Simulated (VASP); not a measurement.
# Ge (I4/mmm) in VASP: notebook

Ge is run at these levels: PBE; tasks: single point.

All numbers are computed with VASP 6.6.1; they aren't measurements. Logs are shortened: lines on timing, memory, paths and dates and some standing lists are left out, and cuts for length are marked.

**1. The cell of the first run**

Symmetry: I4/mmm, No. 139, tetragonal system. The conventional cell has a = 3.647 Å, b = 3.647 Å, c = 2.896 Å, α = 90.00°, β = 90.00°, γ = 90.00°. Ge (site symmetry 4/mmm) has 14 Ge at 2.90 to 3.65 Å within 3.8 Å.

The cell was built from a structure type or drawn by symmetry, and may not be a known phase.

**2. Single point, PBE**

File INCAR:

```
SYSTEM = Ge
PREC = Accurate
ENCUT = 520
EDIFF = 1E-6
ISMEAR = 0
SIGMA = 0.1
LREAL = .False.
LASPH = .True.
NELM = 100
ALGO = Normal
ISIF = 2
LWAVE = .False.
LCHARG = .False.
GGA = PE
NBANDS = 13
```

File KPOINTS:

```
Automatic mesh
0
Gamma
  8 8 8
  0 0 0
```

File POSCAR:

```
Ge
1.0
   -1.8236797979      1.8236797979      1.4481252011
    1.8236797979     -1.8236797979      1.4481252011
    1.8236797979      1.8236797979     -1.4481252011
Ge
1
Direct
    0.5000000000      0.5000000000      0.0000000000
```

Potentials or basis: VASP PAW PBE potentials, release 64 (Ge_d).

Launch:

```console
$ cat potpaw_PBE.64/Ge_d/POTCAR > POTCAR
$ mpirun -np 1 vasp_std > vasp.out
```

OUTCAR:

```text
SYSTEM = Ge
   PREC = Accurate
   ENCUT = 520
   EDIFF = 1E-6
   ISMEAR = 0
   LREAL = .False.
   LASPH = .True.
   NELM = 100
   ISIF = 2
   GGA = PE

 ion  position               nearest neighbor table
   1  0.500  0.500  0.000-

  LATTYP: Found a body centered tetragonal cell.
 ALAT       =     3.6473595958
 C/A-ratio  =     0.7940676882

  Lattice vectors:

 A1 = (  -1.8236797979,   1.8236797979,   1.4481252011)
 A2 = (   1.8236797979,  -1.8236797979,   1.4481252011)
 A3 = (   1.8236797979,   1.8236797979,  -1.4481252011)

Analysis of symmetry for initial positions (statically):
=====================================================================
 Subroutine PRICEL returns:
 Original cell was already a primitive cell.

 Routine SETGRP: Setting up the symmetry group for a
 body centered tetragonal supercell.

 Subroutine GETGRP returns: Found 16 space group operations
 (whereof 16 operations were pure point group operations)
 out of a pool of 16 trial point group operations.

The static configuration has the point symmetry D_4h.

Analysis of symmetry for dynamics (positions and initial velocities):
=====================================================================
 Subroutine PRICEL returns:
 Original cell was already a primitive cell.

 Routine SETGRP: Setting up the symmetry group for a
 body centered tetragonal supercell.

 Subroutine GETGRP returns: Found 16 space group operations
 (whereof 16 operations were pure point group operations)
 out of a pool of 16 trial point group operations.

The dynamic configuration has the point symmetry D_4h.

 Subroutine INISYM returns: Found 16 space group operations
 (whereof 16 operations are pure point group operations),
 and found     1 'primitive' translations

----------------------------------------------------------------------------------------

                                     Primitive cell

  volume of cell :      19.2647

  direct lattice vectors                    reciprocal lattice vectors
    -1.823679798  1.823679798  1.448125201     0.000000000  0.274170938  0.345274013
     1.823679798 -1.823679798  1.448125201     0.274170938  0.000000000  0.345274013
     1.823679798  1.823679798 -1.448125201     0.274170938  0.274170938  0.000000000

  length of vectors
     2.957817203  2.957817203  2.957817203     0.440889836  0.440889836  0.387736258

  position of ions in fractional coordinates (direct lattice)
     0.500000000  0.500000000  0.000000000

  ion indices of the primitive-cell ions
   primitive index   ion index
                 1           1

----------------------------------------------------------------------------------------

 KPOINTS: Automatic mesh

Automatic generation of k-mesh.
 Grid dimensions read from file:
 generate k-points for:    8    8    8

 Generating k-lattice:

  Cartesian coordinates                     Fractional coordinates (reciprocal lattice)
     0.000000000  0.034271367  0.043159252     0.125000000  0.000000000  0.000000000
     0.034271367  0.000000000  0.043159252     0.000000000  0.125000000  0.000000000
     0.034271367  0.034271367  0.000000000     0.000000000  0.000000000  0.125000000

  Length of vectors
     0.055111229  0.055111229  0.048467032

  Shift w.r.t. Gamma in fractional coordinates (k-lattice)
     0.000000000  0.000000000  0.000000000

 Subroutine IBZKPT returns following result:
 ===========================================

 Found     59 irreducible k-points:

 Following reciprocal coordinates:
            Coordinates               Weight
  0.000000  0.000000  0.000000      1.000000
  0.125000 -0.000000  0.000000      8.000000
  0.250000 -0.000000  0.000000      8.000000
  0.375000  0.000000 -0.000000      8.000000
  0.500000 -0.000000  0.000000      4.000000
  0.125000  0.125000  0.000000      8.000000
[... 16 lines left out ...]
  0.250000  0.125000  0.125000     16.000000
  0.375000  0.125000  0.125000      8.000000
 [... further k-points ...]
   k-points           NKPTS =     59   k-points in BZ     NKDIM =     59   number of bands    NBANDS=     13
   number of dos      NEDOS =    301   number of ions     NIONS =      1
   total plane-waves  NPLWV =  13824
   dimension x,y,z NGX =    24 NGY =   24 NGZ =   24
   dimension x,y,z NGXF=    48 NGYF=   48 NGZF=   48
   ions per type =               1
   NGX,Y,Z   is equivalent  to a cutoff of  13.49, 13.49, 13.49 a.u.
   NGXF,Y,Z  is equivalent  to a cutoff of  26.98, 26.98, 26.98 a.u.
 SYSTEM =  Ge
   PREC   = accura    normal or accurate (medium, high low for compatibility)
   ISTART =      0    job   : 0-new  1-cont  2-samecut
   ICHARG =      2    charge: 1-file 2-atom 10-const
   ISPIN  =      1    spin polarized calculation?
   LNONCOLLINEAR =      F non collinear calculations
   LSORBIT =      F    spin-orbit coupling
   LASPH  =      T    aspherical Exc in radial PAW
   ENCUT  =  520.0 eV  38.22 Ry    6.18 a.u.   5.50  5.50  5.50*2*pi/ulx,y,z
   NELM   =    100;   NELMIN=  2; NELMDL= -5     # of ELM steps
   EDIFF  = 0.1E-05   stopping-criterion for ELM
   LREAL  =      F    real-space projection
   EDIFFG = 0.1E-04   stopping-criterion for IOM
   NSW    =      0    number of steps for IOM
   IBRION =     -1    ionic relax: 0-MD 1-quasi-New 2-CG
   NFREE  =      0    steps in history (QN), initial steepest desc. (CG)
   ISIF   =      2    stress and relaxation
   ISYM   =      2    0-nonsym 1-usesym 2-fastsym
   POTIM  = 0.5000    time-step for ionic-motion
   TEBEG  =    0.0;   TEEND  =   0.0 temperature during run
   PSTRESS=    0.0 pullay stress
   NELECT =      14.0000    total number of electrons
   NUPDOWN=      -1.0000    fix difference up-down
   EMIN   =  10.00;   EMAX   =-10.00  energy-range for DOS
   EFERMI =   0.00;   METHOD = LEGACY
   ISMEAR =     0;   SIGMA  =   0.10  broadening in eV -4-tet -1-fermi 0-gaus
   EFERMI_NEDOS =   21; number of points for ismear=-14 and -15
   IALGO  =     38    algorithm
   IMIX   =      4    mixing-type and parameters
     AMIX     =   0.40;   BMIX     =  1.00
     AMIX_MAG =   1.60;   BMIX_MAG =  1.00
  volume/ion in A,a.u.               =      19.26       130.00
  Fermi-wavevector in a.u.,A,eV,Ry     =   1.471848  2.781390 29.474814  2.166338
  Thomas-Fermi vector in A             =   2.586935
   LORBIT       =      0    0 simple, 1 ext, 2 COOP (PROOUT), +10 PAW based schemes
   GGA     = PE    functional components
   LHFCALC =     F    Hartree Fock is set to
   AEXX    =    0.0000 exact exchange contribution
   IVDW    =     0    specifies the selected vdW correction
   LEPSILON=     F    determine dielectric tensor
   LRPA    =     F    only Hartree local field effects (RPA)
 non-spin polarized calculation
 Gauss-broadening in eV      SIGMA  =   0.10
  energy-cutoff  :      520.00
  volume of cell :       19.26
 maximum number of plane-waves:       541
 NGX is ok and might be reduce to    24

 number of electron      14.0000002 magnetization

 Free energy of the ion-electron system (eV)
  ---------------------------------------------------
  ext. energy  EPLUGINS =         0.00000000
  ---------------------------------------------------
  free energy    TOTEN  =        -4.22080302 eV

  energy without entropy =       -4.21806547  energy(sigma->0) =       -4.21943424

 E-fermi :   6.6043     XC(G=0): -11.1816

 val. band max:        6.6023766326   @ k =   0.2500   0.1250   0.0000
 cond. band min:       6.6588005805   @ k =  -0.2500   0.2500   0.0000
 fundamental gap:      0.0564239480
 Fermi energy:         6.6043397435

 k-point     1 :       0.0000    0.0000    0.0000
  band No.  band energies     occupation
      1     -18.2194      2.00000
      2     -18.1855      2.00000
      3     -18.1662      2.00000
      4     -18.1662      2.00000
      5     -18.1020      2.00000
      6      -6.4726      2.00000
      7      14.1235      0.00000
      8      14.1235      0.00000
      9      17.2742      0.00000
     10      18.0536      0.00000
     11      19.7490      0.00000
     12      24.0372      0.00000
     13      24.0374      0.00000

 k-point     2 :       0.1250   -0.0000    0.0000
  band No.  band energies     occupation
      1     -18.2113      2.00000
      2     -18.1754      2.00000
      3     -18.1641      2.00000
      4     -18.1637      2.00000
      5     -18.1068      2.00000
      6      -6.0212      2.00000
      7      12.9785      0.00000
      8      13.1441      0.00000
      9      14.9191      0.00000
     10      19.0212      0.00000
     11      19.8033      0.00000
     12      21.4095      0.00000
     13      21.7668      0.00000

 k-point     3 :       0.2500   -0.0000    0.0000
  band No.  band energies     occupation
      1     -18.2137      2.00000
      2     -18.1805      2.00000
      3     -18.1351      2.00000
      4     -18.1323      2.00000
      5     -18.1166      2.00000
      6      -4.6675      2.00000
      7       9.4687      0.00000
      8      11.4781      0.00000
      9      12.6545      0.00000
     10      17.1490      0.00000
     11      17.2899      0.00000
     12      23.0770      0.00000
     13      24.4319      0.00000
[... 305 lines left out ...]
 k-point    23 :       0.2500    0.1250    0.1250
  band No.  band energies     occupation
      1     -18.2106      2.00000
      2     -18.1877      2.00000
      3     -18.1245      2.00000
      4     -18.1156      2.00000
      5     -18.0936      2.00000
      6      -1.8023      2.00000
      7       5.1878      2.00000
      8       7.5340      0.00000
      9       9.3315      0.00000
     10      18.8607      0.00000
     11      20.2122      0.00000
     12      24.2636      0.00000
     13      25.3403      0.00000

 k-point    24 :       0.3750    0.1250    0.1250
  band No.  band energies     occupation
      1     -18.2152      2.00000
      2     -18.1884      2.00000
      3     -18.1264      2.00000
      4     -18.1027      2.00000
      5     -18.0855      2.00000
      6       0.4610      2.00000
      7       2.3634      2.00000
      8       7.4401      0.00000
      9       8.2649      0.00000
     10      19.1249      0.00000
     11      19.3952      0.00000
     12      25.1903      0.00000
     13      26.4062      0.00000

 [... further k-points ...]

------------------------ aborting loop because EDIFF is reached ----------------------------------------

  FORCE on cell =-STRESS in cart. coord.  units (eV):
  Direction    XX          YY          ZZ          XY          YZ          ZX
  --------------------------------------------------------------------------------------
  -------------------------------------------------------------------------------------
  Total       -0.0294852     -0.0294852      0.0334458      0.0000000     -0.0000000      0.0000000
  in kB       -2.4521717     -2.4521717      2.7815616      0.0000000     -0.0000000      0.0000000
  external PRESSURE =      -0.7075939 kB  Pullay stress =       0.0000000 kB

 VOLUME and BASIS-vectors are now :
 -----------------------------------------------------------------------------
  energy-cutoff  :      520.00
  volume of cell :       19.26
      direct lattice vectors                 reciprocal lattice vectors
    -1.823679798  1.823679798  1.448125201     0.000000000  0.274170938  0.345274013
     1.823679798 -1.823679798  1.448125201     0.274170938  0.000000000  0.345274013
     1.823679798  1.823679798 -1.448125201     0.274170938  0.274170938  0.000000000

 POSITION                                       TOTAL-FORCE (eV/Angst)
 -----------------------------------------------------------------------------------
      0.00000      0.00000      1.44813        -0.000000     -0.000000      0.000000
 -----------------------------------------------------------------------------------
    total drift:                               -0.000000      0.000000      0.000000

  FREE ENERGIE OF THE ION-ELECTRON SYSTEM (eV)
  ---------------------------------------------------
  free  energy   TOTEN  =        -4.2208030152 eV

  energy  without entropy=       -4.2180654699  energy(sigma->0) =       -4.21943424
```

Wall time 7.5 s (1 thread of Intel Xeon Platinum 8488C (Sapphire Rapids), shared host); peak memory 0.14 GiB.

Results:

```
Free energy            : -4.2208 eV
Pressure               : -0.1 GPa
Band gap on the k mesh : zero (bands 7 and 8 overlap by 9.53 eV)
```

Levels at points of the mesh, in eV from the Fermi level:
| k point | band 4 | band 5 | band 6 | band 7 | band 8 | band 9 | band 10 | band 11 |
| --- | --- | --- | --- | --- | --- | --- | --- | --- |
| (0.00, 0.00, 0.00) | -24.77 | -24.71 | -13.08 | 7.52 | 7.52 | 10.67 | 11.45 | 13.14 |
| (0.50, 0.00, 0.00) | -24.69 | -24.68 | -6.61 | -4.94 | 3.59 | 5.04 | 8.33 | 8.38 |
| (0.50, 0.50, 0.00) | -24.73 | -24.68 | -8.71 | -5.69 | 7.20 | 9.05 | 12.58 | 13.51 |
| (0.50, 0.50, 0.50) | -24.69 | -24.67 | -4.21 | -2.01 | -2.01 | 3.27 | 3.69 | 7.61 |

**3. Single point, PBE**

This run uses another cell than the first one: it holds 3 atoms, not 1.

File INCAR:

```
SYSTEM = Ge
  ALGO = Normal
  EDIFF = 1E-7
  ENCUT = 520
  GGA = PE
  ISIF = 2
  ISMEAR = 0
  LASPH = .True.
  LCHARG = .True.
  LELF = .True.
  LREAL = .False.
  LVHAR = .True.
  LWAVE = .False.
  NBANDS = 28
  NELM = 80
  PREC = Accurate
  SIGMA = 0.1
```

File KPOINTS:

```
k-points
0
Gamma
  4 4 4
  0 0 0
```

File POSCAR:

```
Ge
1.0
   -1.8658957745      1.8658957745      4.2210586438
    1.8658957745     -1.8658957745      4.2210586438
    1.8658957745      1.8658957745     -4.2210586438
Ge
3
Direct
    0.1666238261      0.1666238261      0.0000000000
    0.8333761739      0.8333761739      0.0000000000
    0.5000000000      0.5000000000      0.0000000000
```

Potentials or basis: VASP PAW PBE potentials, release 64 (Ge_d).

Launch:

```console
$ cat potpaw_PBE.64/Ge_d/POTCAR > POTCAR
$ mpirun -np 1 vasp_std > vasp.out
```

It took 30 s on 1 thread of Intel Xeon Platinum 8488C (Sapphire Rapids), shared host; peak memory 0.23 GiB.

It converged, with:

- Free energy: -12.4056 eV
- Pressure: 0.0 GPa
- Band gap on the k mesh: zero (bands 21 and 22 overlap by 5.36 eV)

Levels at points of the mesh, in eV from the Fermi level:
```
           k point  band 19  band 20  band 21  band 22  band 23  band 24
(0.00, 0.00, 0.00)    -1.91    -1.91    -0.07    -0.07    -0.07    -0.07
(0.50, 0.00, 0.00)    -4.76     1.05     1.05     1.48     1.48     3.50
(0.50, 0.50, 0.00)    -5.63    -3.43    -3.43    -0.17    -0.17     2.79
(0.50, 0.50, 0.50)    -2.22    -2.22     3.14     3.69     3.69     4.82
```

Caveat: the k points lie up to 0.46 Å⁻¹ apart, too coarse for converged energies and pressures of a metal.

[end of part 1 of 2]
